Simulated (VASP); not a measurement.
# Be8H (P-42m) in VASP: notebook

The runs below take Be8H through relaxation of cell and atoms, with PBE.

Everything below comes from runs of VASP 6.6.1. Logs are shortened: lines on timing, memory, paths and dates and some standing lists are left out, and cuts for length are marked.

**1. The cell of the first run**

The structure is tetragonal, space group P-42m (No. 111). The conventional cell has a = 3.539 Å, b = 3.539 Å, c = 4.993 Å, α = 90.00°, β = 90.00°, γ = 90.00°. Be (site symmetry m) has 1 H at 1.40 Å within 1.9 Å. Be (site symmetry m) has 14 Be at 2.17 to 2.50 Å and 1 H at 2.25 Å within 2.9 Å. H (site symmetry -42m) has 4 Be at 1.40 Å within 1.9 Å.

**2. Relaxation of cell and atoms, PBE**

Input file INCAR:

```
SYSTEM = Be8H
PREC = Accurate
ENCUT = 600
EDIFF = 1E-7
ISMEAR = 0
SIGMA = 0.1
LREAL = .FALSE.
LASPH = .TRUE.
NELM = 60
ALGO = Normal
ISIF = 3
LWAVE = .FALSE.
LCHARG = .FALSE.
GGA = PE
IBRION = 2
NSW = 90
EDIFFG = -0.0325
```

Input file KPOINTS:

```
Automatic mesh
0
G
  4 6 6
  0 0 0
```

Input file POSCAR:

```
Be8H
1.0
    4.9933945058      0.0000000000      0.0000000000
    0.0000000000      3.5385488382      0.0000000000
    0.0000000000      0.0000000000      3.5386912335
Be H
8 1
Direct
    0.3749996696      0.7499999139      0.7499924475
    0.8749996696      0.7499999139      0.7499924475
    0.1250003304      0.2500000861      0.7499924475
    0.6250003304      0.2500000861      0.7499924475
    0.1249996696      0.7500000861      0.2500075525
    0.6249996696      0.7500000861      0.2500075525
    0.3750003304      0.2499999139      0.2500075525
    0.8750003304      0.2499999139      0.2500075525
    0.2500000000      0.0000000000      0.0000000000
```

Potentials or basis: VASP PAW PBE potentials, release 64 (Be, H).

The run is started by

```bash
$ cat potpaw_PBE.64/Be/POTCAR potpaw_PBE.64/H/POTCAR > POTCAR
$ mpirun -np 1 vasp_std > vasp.out
```

OUTCAR:

```text
SYSTEM = Be8H
   PREC = Accurate
   ENCUT = 600
   EDIFF = 1E-7
   ISMEAR = 0
   LREAL = .FALSE.
   LASPH = .TRUE.
   NELM = 60
   ISIF = 3
   GGA = PE
   IBRION = 2
   NSW = 90
   EDIFFG = -0.0325

 ion  position               nearest neighbor table
   1  0.375  0.750  0.750-   9 1.40   3 2.17   3 2.17   4 2.17   4 2.17   6 2.17   5 2.17   6 2.17
                             5 2.17
   2  0.875  0.750  0.750-   4 2.17   4 2.17   3 2.17   3 2.17   5 2.17   6 2.17   5 2.17   6 2.17

   3  0.125  0.250  0.750-   9 1.40   1 2.17   1 2.17   2 2.17   2 2.17   8 2.17   7 2.17   8 2.17
                             7 2.17
   4  0.625  0.250  0.750-   2 2.17   2 2.17   1 2.17   1 2.17   7 2.17   8 2.17   7 2.17   8 2.17

   5  0.125  0.750  0.250-   9 1.40   8 2.17   8 2.17   7 2.17   7 2.17   2 2.17   1 2.17   1 2.17
                             2 2.17
   6  0.625  0.750  0.250-   7 2.17   7 2.17   8 2.17   8 2.17   1 2.17   2 2.17   1 2.17   2 2.17

   7  0.375  0.250  0.250-   9 1.40   6 2.17   6 2.17   5 2.17   5 2.17   4 2.17   3 2.17   3 2.17
                             4 2.17
   8  0.875  0.250  0.250-   5 2.17   5 2.17   6 2.17   6 2.17   3 2.17   4 2.17   3 2.17   4 2.17

   9  0.250  0.000  0.000-   1 1.40   3 1.40   5 1.40   7 1.40

  LATTYP: Found a simple orthorhombic cell.
 ALAT       =     3.5385488382
 B/A-ratio  =     1.0000402412
 C/A-ratio  =     1.4111418929

  Lattice vectors:

 A1 = (   0.0000000000,   3.5385488382,   0.0000000000)
 A2 = (   0.0000000000,   0.0000000000,   3.5386912335)
 A3 = (   4.9933945058,   0.0000000000,   0.0000000000)

Analysis of symmetry for initial positions (statically):
=====================================================================
 Subroutine PRICEL returns:
 Original cell was already a primitive cell.

 Routine SETGRP: Setting up the symmetry group for a
 simple orthorhombic supercell.

 Subroutine GETGRP returns: Found  4 space group operations
 (whereof  2 operations were pure point group operations)
 out of a pool of  8 trial point group operations.

The static configuration has the point symmetry C_2 .
 The point group associated with its full space group is D_2 .

Analysis of symmetry for dynamics (positions and initial velocities):
=====================================================================
 Subroutine PRICEL returns:
 Original cell was already a primitive cell.

 Routine SETGRP: Setting up the symmetry group for a
 simple orthorhombic supercell.

 Subroutine GETGRP returns: Found  4 space group operations
 (whereof  2 operations were pure point group operations)
 out of a pool of  8 trial point group operations.

The dynamic configuration has the point symmetry C_2 .
 The point group associated with its full space group is D_2 .

 Subroutine INISYM returns: Found  4 space group operations
 (whereof  2 operations are pure point group operations),
 and found     1 'primitive' translations

----------------------------------------------------------------------------------------

                                     Primitive cell

  volume of cell :      62.5264

  direct lattice vectors                    reciprocal lattice vectors
     4.993394506  0.000000000  0.000000000     0.200264569  0.000000000  0.000000000
     0.000000000  3.538548838  0.000000000     0.000000000  0.282601723  0.000000000
     0.000000000  0.000000000  3.538691233     0.000000000  0.000000000  0.282590352

  length of vectors
     4.993394506  3.538548838  3.538691233     0.200264569  0.282601723  0.282590352

  position of ions in fractional coordinates (direct lattice)
     0.374999670  0.749999914  0.749992447
     0.874999670  0.749999914  0.749992447
     0.125000330  0.250000086  0.749992447
     0.625000330  0.250000086  0.749992447
     0.124999670  0.750000086  0.250007553
     0.624999670  0.750000086  0.250007553
     0.375000330  0.249999914  0.250007553
     0.875000330  0.249999914  0.250007553
     0.250000000  0.000000000  0.000000000

  ion indices of the primitive-cell ions
   primitive index   ion index
                 1           1
                 2           2
                 3           3
                 4           4
                 5           5
                 6           6
                 7           7
                 8           8
                 9           9

----------------------------------------------------------------------------------------

 KPOINTS: Automatic mesh

Automatic generation of k-mesh.
 Grid dimensions read from file:
 generate k-points for:    4    6    6

 Generating k-lattice:

  Cartesian coordinates                     Fractional coordinates (reciprocal lattice)
     0.050066142  0.000000000  0.000000000     0.250000000  0.000000000  0.000000000
     0.000000000  0.047100287  0.000000000     0.000000000  0.166666667  0.000000000
     0.000000000  0.000000000  0.047098392     0.000000000  0.000000000  0.166666667

  Length of vectors
     0.050066142  0.047100287  0.047098392

  Shift w.r.t. Gamma in fractional coordinates (k-lattice)
     0.000000000  0.000000000  0.000000000

 Subroutine IBZKPT returns following result:
 ===========================================

 Found     48 irreducible k-points:

 Following reciprocal coordinates:
            Coordinates               Weight
  0.000000  0.000000  0.000000      1.000000
  0.250000  0.000000  0.000000      2.000000
  0.500000  0.000000  0.000000      1.000000
  0.000000  0.166667  0.000000      2.000000
  0.250000  0.166667  0.000000      4.000000
  0.500000  0.166667  0.000000      2.000000
[... 16 lines left out ...]
  0.250000  0.500000  0.166667      4.000000
  0.500000  0.500000  0.166667      2.000000
 [... further k-points ...]
   k-points           NKPTS =     48   k-points in BZ     NKDIM =     48   number of bands    NBANDS=     13
   number of dos      NEDOS =    301   number of ions     NIONS =      9
   total plane-waves  NPLWV =  31360
   dimension x,y,z NGX =    40 NGY =   28 NGZ =   28
   dimension x,y,z NGXF=    80 NGYF=   56 NGZF=   56
   ions per type =               8   1
   NGX,Y,Z   is equivalent  to a cutoff of  13.32, 13.15, 13.15 a.u.
   NGXF,Y,Z  is equivalent  to a cutoff of  26.63, 26.31, 26.31 a.u.
 SYSTEM =  Be8H
   PREC   = accura    normal or accurate (medium, high low for compatibility)
   ISTART =      0    job   : 0-new  1-cont  2-samecut
   ICHARG =      2    charge: 1-file 2-atom 10-const
   ISPIN  =      1    spin polarized calculation?
   LNONCOLLINEAR =      F non collinear calculations
   LSORBIT =      F    spin-orbit coupling
   LASPH  =      T    aspherical Exc in radial PAW
   ENCUT  =  600.0 eV  44.10 Ry    6.64 a.u.   9.97  7.07  7.07*2*pi/ulx,y,z
   NELM   =     60;   NELMIN=  2; NELMDL= -5     # of ELM steps
   EDIFF  = 0.1E-06   stopping-criterion for ELM
   LREAL  =      F    real-space projection
   EDIFFG = -.3E-01   stopping-criterion for IOM
   NSW    =     90    number of steps for IOM
   IBRION =      2    ionic relax: 0-MD 1-quasi-New 2-CG
   NFREE  =      1    steps in history (QN), initial steepest desc. (CG)
   ISIF   =      3    stress and relaxation
   ISYM   =      2    0-nonsym 1-usesym 2-fastsym
   POTIM  = 0.5000    time-step for ionic-motion
   TEBEG  =    0.0;   TEEND  =   0.0 temperature during run
   PSTRESS=    0.0 pullay stress
   NELECT =      17.0000    total number of electrons
   NUPDOWN=      -1.0000    fix difference up-down
   EMIN   =  10.00;   EMAX   =-10.00  energy-range for DOS
   EFERMI =   0.00;   METHOD = LEGACY
   ISMEAR =     0;   SIGMA  =   0.10  broadening in eV -4-tet -1-fermi 0-gaus
   EFERMI_NEDOS =   21; number of points for ismear=-14 and -15
   IALGO  =     38    algorithm
   IMIX   =      4    mixing-type and parameters
     AMIX     =   0.40;   BMIX     =  1.00
     AMIX_MAG =   1.60;   BMIX_MAG =  1.00
  volume/ion in A,a.u.               =       6.95        46.88
  Fermi-wavevector in a.u.,A,eV,Ry     =   1.060563  2.004174 15.303756  1.124794
  Thomas-Fermi vector in A             =   2.195949
   LORBIT       =      0    0 simple, 1 ext, 2 COOP (PROOUT), +10 PAW based schemes
   GGA     = PE    functional components
   LHFCALC =     F    Hartree Fock is set to
   AEXX    =    0.0000 exact exchange contribution
   IVDW    =     0    specifies the selected vdW correction
   LEPSILON=     F    determine dielectric tensor
   LRPA    =     F    only Hartree local field effects (RPA)
 conjugate gradient relaxation of ions
 non-spin polarized calculation
 Gauss-broadening in eV      SIGMA  =   0.10
  energy-cutoff  :      600.00
  volume of cell :       62.53
 maximum number of plane-waves:      2112
 NGX is ok and might be reduce to    40
   NGX = 19   NGY = 15   NGZ = 15

--------------------------------------- Ionic step        1  -------------------------------------------

 number of electron      17.0000001 magnetization

 Free energy of the ion-electron system (eV)
  ---------------------------------------------------
  ext. energy  EPLUGINS =         0.00000000
  ---------------------------------------------------
  free energy    TOTEN  =       -30.27392676 eV

  energy without entropy =      -30.26222110  energy(sigma->0) =      -30.26807393

------------------------ aborting loop because EDIFF is reached ----------------------------------------

  FORCE on cell =-STRESS in cart. coord.  units (eV):
  Direction    XX          YY          ZZ          XY          YZ          ZX
  --------------------------------------------------------------------------------------
  -------------------------------------------------------------------------------------
  Total        5.6540792      4.3648934      4.3637986      0.0000000      0.0000000      0.0000000
  in kB      144.8800967    111.8460068    111.8179541      0.0000000      0.0000000      0.0000000
  external PRESSURE =     122.8480192 kB  Pullay stress =       0.0000000 kB
[... 110 lines left out ...]
  FREE ENERGIE OF THE ION-ELECTRON SYSTEM (eV)
  ---------------------------------------------------
  free  energy   TOTEN  =       -30.7478998148 eV

  energy  without entropy=      -30.7380586282  energy(sigma->0) =      -30.74297922

[... ionic steps 4 to 29 ...]

--------------------------------------- Ionic step       30  -------------------------------------------

 number of electron      17.0000001 magnetization

------------------------ aborting loop because EDIFF is reached ----------------------------------------

  FORCE on cell =-STRESS in cart. coord.  units (eV):
  Direction    XX          YY          ZZ          XY          YZ          ZX
  --------------------------------------------------------------------------------------
  -------------------------------------------------------------------------------------
  Total        0.4129957      0.0958603      0.0920236      0.0000000      0.0000000      0.0000000
  in kB        9.5828673      2.2242752      2.1352516      0.0000000      0.0000000      0.0000000
  external PRESSURE =       4.6474647 kB  Pullay stress =       0.0000000 kB
[... 71 lines left out ...]
  energy  without entropy=      -31.3691247076  energy(sigma->0) =      -31.37535025

--------------------------------------- Ionic step       32  -------------------------------------------

 number of electron      17.0000001 magnetization

 Free energy of the ion-electron system (eV)
  ---------------------------------------------------
  ext. energy  EPLUGINS =         0.00000000
  ---------------------------------------------------
  free energy    TOTEN  =       -31.38246509 eV

  energy without entropy =      -31.36969509  energy(sigma->0) =      -31.37608009

 E-fermi :   6.6411     XC(G=0): -10.4516

 val. band max:        6.6343944637   @ k =   0.5000   0.3333   0.1667
 cond. band min:       6.6434995864   @ k =   0.0000   0.1667   0.1667
 fundamental gap:      0.0091051227
 Fermi energy:         6.6410954977

 k-point     1 :       0.0000    0.0000    0.0000
  band No.  band energies     occupation
      1      -5.3832      2.00000
      2      -2.8782      2.00000
      3      -1.8558      2.00000
      4       2.7372      2.00000
      5       4.3941      2.00000
      6       4.4609      2.00000
      7       6.7839      0.04336
      8       7.2377      0.00000
      9       7.4543      0.00000
     10       8.2360      0.00000
     11       9.7542      0.00000
     12       9.7812      0.00000
     13       9.7813      0.00000
[... 353 lines left out ...]
 k-point    24 :       0.5000    0.5000    0.1667
  band No.  band energies     occupation
      1      -3.3387      2.00000
      2      -0.9729      2.00000
      3      -0.9654      2.00000
      4      -0.6746      2.00000
      5       2.5825      2.00000
      6       3.9309      2.00000
      7       3.9834      2.00000
      8       4.0571      2.00000
      9       6.3554      1.99995
     10       7.2217      0.00000
     11       7.4631      0.00000
     12       7.7563      0.00000
     13      12.1854      0.00000

 [... further k-points ...]

------------------------ aborting loop because EDIFF is reached ----------------------------------------

  FORCE on cell =-STRESS in cart. coord.  units (eV):
  Direction    XX          YY          ZZ          XY          YZ          ZX
  --------------------------------------------------------------------------------------
  -------------------------------------------------------------------------------------
  Total        0.0781687      0.0132821      0.0124341      0.0000000      0.0000000      0.0000000
  in kB        1.8108383      0.3076900      0.2880449      0.0000000      0.0000000      0.0000000
  external PRESSURE =       0.8021911 kB  Pullay stress =       0.0000000 kB
[... 24 lines left out ...]
  FREE ENERGIE OF THE ION-ELECTRON SYSTEM (eV)
  ---------------------------------------------------
  free  energy   TOTEN  =       -31.3824650929 eV

  energy  without entropy=      -31.3696950856  energy(sigma->0) =      -31.37608009

 reached required accuracy - stopping structural energy minimisation
```

Wall time 5.8 min (1 thread of Intel Xeon 6975P-C (Granite Rapids), shared host); peak memory 0.2 GiB.

Results:

| Quantity | Value |
| --- | --- |
| Free energy | -31.3825 eV |
| Relaxed volume | 7.68 Å³/atom |
| Relaxed cell | a = 6.535 Å, b = 3.253 Å, c = 3.253 Å, α = 90.00°, β = 90.00°, γ = 90.00° |
| Space group after relaxing (to 0.1 Å) | P-42m (No. 111) |
| Energy gained by relaxing | 123.2 meV/atom |
| Ionic steps | 32 |
| Pressure after relaxing | 0.1 GPa |
| Largest force after relaxing | 0.022 eV/Å |
| Band gap on the k mesh | zero (an odd number of electrons rules out a gap without spin polarisation) |

Forces in eV/Å, atoms in the order of the input:
```
Be   0.000 -0.004 -0.004
Be   0.006  0.015  0.015
Be   0.000  0.004 -0.004
Be  -0.006 -0.015  0.015
Be   0.000 -0.004  0.004
Be  -0.006  0.015 -0.015
Be   0.000  0.004  0.004
Be   0.006 -0.015 -0.015
H    0.000  0.000  0.000
```

Step by step:
```tsv
step	energy change (eV)	largest force (eV/Å)	pressure (GPa)	volume (Å³)
1	0.0000	1.3151	12.28	62.53
2	-0.4510	0.2977	1.49	67.47
3	-0.4740	0.2598	-1.05	69.03
4	-0.5125	0.1717	-0.52	68.78
5	-0.5590	0.1642	0.87	68.18
6	-0.5598	0.1800	1.15	68.07
7	-0.5823	0.1365	0.14	68.77
8	-0.6223	0.1453	-1.64	70.05
9	-0.6896	0.1948	-4.27	72.51
10	-0.7312	0.3836	-7.88	77.00
11	-0.7148	0.2186	-5.79	74.21
12	-0.7359	0.2761	-6.94	75.63
13	-0.7414	0.2792	-7.00	75.70
14	-0.7574	0.2946	-7.13	75.91
15	-0.7802	0.3504	-7.31	76.30
16	-0.7699	0.4980	-7.76	76.99
17	-0.7854	0.3923	-7.42	76.53
18	-0.8032	0.3933	-7.12	76.23
19	-0.8524	0.3969	-6.19	75.32
20	-0.9334	0.4084	-4.23	73.53
21	-1.0179	0.4177	0.45	70.02
22	-1.0203	0.4172	1.63	69.26
23	-1.0376	0.3521	1.42	69.27
24	-1.0674	0.1963	0.93	69.29
25	-1.0696	0.1797	0.79	69.30
26	-1.0774	0.1580	0.22	69.58
27	-1.0886	0.0956	-1.40	70.45
28	-1.0963	0.0852	-0.91	70.06
29	-1.1048	0.0760	0.31	69.16
30	-1.1049	0.0773	0.46	69.05
31	-1.1076	0.0414	0.27	69.10
32	-1.1085	0.0215	0.08	69.16
```

Final structure:
```yaml
crystal:
  lattice:
    - [6.53540, 0.00000, 0.00000]
    - [0.00000, 3.25305, 0.00000]
    - [0.00000, 0.00000, 3.25313]
  atoms:
    - { symbol: Be, position: [0.39630, 0.74478, 0.74477] }
    - { symbol: Be, position: [0.86733, 0.74794, 0.74794] }
    - { symbol: Be, position: [0.10370, 0.25522, 0.74477] }
    - { symbol: Be, position: [0.63267, 0.25206, 0.74794] }
    - { symbol: Be, position: [0.10370, 0.74478, 0.25523] }
    - { symbol: Be, position: [0.63267, 0.74794, 0.25206] }
    - { symbol: Be, position: [0.39630, 0.25522, 0.25523] }
    - { symbol: Be, position: [0.86733, 0.25206, 0.25206] }
    - { symbol: H, position: [0.25000, 0.00000, 0.00000] }
```

Levels at points of the mesh, in eV from the Fermi level:
```
           k point  band 6  band 7  band 8  band 9  band 10  band 11
(0.00, 0.00, 0.00)   -2.18    0.14    0.60    0.81     1.59     3.11
(0.50, 0.00, 0.00)   -1.71   -1.66   -1.07    3.34     3.34     3.39
(0.00, 0.50, 0.00)   -5.67   -0.53    0.94    1.14     1.26     2.92
(0.50, 0.50, 0.00)   -2.60   -2.52   -2.41    1.13     1.65     1.78
(0.00, 0.00, 0.50)   -5.67   -0.53    0.94    1.14     1.26     2.92
(0.50, 0.00, 0.50)   -2.60   -2.52   -2.41    1.13     1.65     1.78
(0.00, 0.50, 0.50)   -4.71   -4.71   -4.70   -1.72    -0.14    -0.14
(0.50, 0.50, 0.50)   -5.25   -5.25   -5.13   -0.87     1.26     1.27
```

Caveat: a cell axis changed by over 15 % at a fixed basis, so the end point is rough. Zero-point motion and thermal expansion aren't in these numbers.

[end of part 1 of 2]
